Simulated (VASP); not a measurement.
The system is Sn.

```
Sn
1.0
     0.00000    3.23334    3.23334
     3.23334    0.00000    3.23334
     3.23334    3.23334    0.00000
Sn
2
Direct
  0.00000 0.00000 0.00000
  0.25000 0.25000 0.25000
```

This isn't the form of Sn at room conditions, which is tetragonal (white tin).

```yaml
Program: VASP 6.6.1
Task: relaxation of volume and atoms at fixed shape
Functional: r2SCAN
Potentials_or_basis: VASP PAW PBE potentials, release 64 (Sn_d)
Cutoff: 600 eV
k_mesh: 11 × 11 × 11
Occupations: methfessel-paxton, width 0.02 eV
Spin: no spin polarisation
```

At the start: pressure 2.2 GPa; volume 33.80 Å³/atom.

Q: How do energy, volume and symmetry change on relaxing?

A: Over 3 steps the energy falls by 10.4 meV/atom and the volume is 35.38 Å³/atom (+4.7 %); space group Fd-3m (No. 227, to 0.1 Å) before and after.

The path:
| step | energy change (eV) | largest force (eV/Å) | pressure (GPa) | volume (Å³) |
| --- | --- | --- | --- | --- |
| 1 | 0.0000 | 0.0000 | 2.22 | 67.61 |
| 2 | -0.0165 | 0.0000 | -0.89 | 72.29 |
| 3 | -0.0208 | 0.0000 | 0.00 | 70.75 |

Final structure:
```
CELL_PARAMETERS angstrom
0.00000 3.28273 3.28273
3.28273 0.00000 3.28273
3.28273 3.28273 0.00000
ATOMIC_POSITIONS crystal
Sn 0.00000 0.00000 0.00000
Sn 0.25000 0.25000 0.25000
```

Caveat: the PAW data sets were made with another functional, which shifts forces and pressure a little.
